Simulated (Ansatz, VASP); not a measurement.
# Two plane-wave programs on AgAs

```
CELL_PARAMETERS angstrom
3.86786 0.00000 0.00000
-1.93393 3.34966 0.00000
0.00000 0.00000 6.19424
ATOMIC_POSITIONS crystal
Ag 0.33333 0.66667 0.00000
Ag 0.66667 0.33333 0.50000
As 0.33333 0.66667 0.38210
As 0.66667 0.33333 0.88210
```

Alike in both runs: task relaxation of cell and atoms; functional PBE; k mesh 6 × 6 × 4; occupations gaussian, width 0.1 eV; no spin polarisation.

|  | VASP | Ansatz |
| --- | --- | --- |
| version | VASP 6.6.1 | Ansatz 0.2.0 |
| potentials or method | VASP PAW PBE potentials, release 64 (Ag, As), cutoff 600 eV | scalar-relativistic, plane waves, PAW |
| valence electrons in the cell | 32 | 68 |

Ansatz gave:

| Quantity | Value |
| --- | --- |
| gap on the k mesh at the Fermi level, each at its own relaxed structure (eV) | none |
| relaxed volume (Å³/atom) | 24.00 |
| relaxed length of the cell vector where the two differ most in proportion (Å) | 5.356 |

Problem. Estimate VASP's values.

Solution. gap on the k mesh at the Fermi level, each at its own relaxed structure (eV): none; relaxed volume (Å³/atom): 23.97; relaxed length of the cell vector where the two differ most in proportion (Å): 5.367.

A gap of «none» marks a metal or a gap that the smearing closes. VASP's potentials hold 32 valence electrons a cell and Ansatz's 68, so a difference there can come from the potentials and not from the codes.

Noted on VASP's run: the volume moved by over 15 % at a fixed basis, so the end points are rough.
